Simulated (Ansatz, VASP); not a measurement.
**CuAs: VASP beside Ansatz**

The input INCAR:

```
SYSTEM = CuAs
ALGO     = Normal         ! electronic algorithm
EDIFF    = 1E-6           ! SCF threshold, eV
ENCUT    = 520            ! plane-wave cutoff, eV
ISIF     = 2              ! what is computed and relaxed
ISMEAR   = 0              ! smearing method
LASPH    = .TRUE.         ! aspherical terms in the spheres
LCHARG   = .TRUE.         ! write CHGCAR
LELF     = .TRUE.         ! ELF
LREAL    = .FALSE.        ! projectors in reciprocal space
LVHAR    = .TRUE.       
LWAVE    = .FALSE.        ! write WAVECAR
NBANDS   = 24             ! bands
NELM     = 60             ! most SCF steps
PREC     = Accurate       ! precision mode
SIGMA    = 0.15           ! smearing width, eV
```

File KPOINTS:

```
k-points
0
G
  12 12 8
  0 0 0
```

POSCAR

```
CuAs
1.0
    3.9561000000      0.0000000000      0.0000000000
   -1.9780500000      3.4260830999      0.0000000000
    0.0000000000      0.0000000000      4.4694000000
Cu As
2 2
Direct
    0.0000000000      0.0000000000      0.5000000000
    0.0000000000      0.0000000000      0.0000000000
    0.6666666667      0.3333333333      0.7500000000
    0.3333333333      0.6666666667      0.2500000000
```

Input for Ansatz:

```yaml
crystal:
  lattice:
    - [3.9561, 0.0, 0.0]
    - [-1.97805, 3.4260830999, 0.0]
    - [0.0, 0.0, 4.4694]
  atoms:
    - { symbol: Cu, position: [0.0, 0.0, 0.5] }
    - { symbol: Cu, position: [0.0, 0.0, 0.0] }
    - { symbol: As, position: [0.6666666667, 0.3333333333, 0.75] }
    - { symbol: As, position: [0.3333333333, 0.6666666667, 0.25] }
basis:
  ecutwfc: 520.0
kpoints:
  mp_grid: { grid: [12, 12, 8] }
hamiltonian:
  xc: lda
scf:
  occupations: { method: gaussian, width: 0.15 }
output:
  forces: true
  stress: true
  eigenvalues: true
```

Alike in both runs: task single point; functional LDA; k mesh 12 × 12 × 8; occupations gaussian, width 0.15 eV; no spin polarisation.

|  | VASP | Ansatz |
| --- | --- | --- |
| version | VASP 6.6.1 | Ansatz 0.2.0 |
| potentials or method | VASP PAW LDA potentials, release 64 (Cu, As), cutoff 520 eV | scalar-relativistic, plane waves, PAW |
| valence electrons in the cell | 32 | 68 |

```csv
,VASP,Ansatz,Ansatz less VASP
gap on the k mesh at the Fermi level (eV),none,none,-
pressure (GPa),1.3,0.8,-0.52
"traceless stress, the component that is largest in VASP (GPa)",14.25,14.26,+0.012
```

LDA's correlation is that of Perdew and Zunger in VASP and of Perdew and Wang (1992) in Ansatz. A gap of «none» marks a metal or a gap that the smearing closes. VASP's potentials hold 32 valence electrons a cell and Ansatz's 68, so a difference there can come from the potentials and not from the codes.
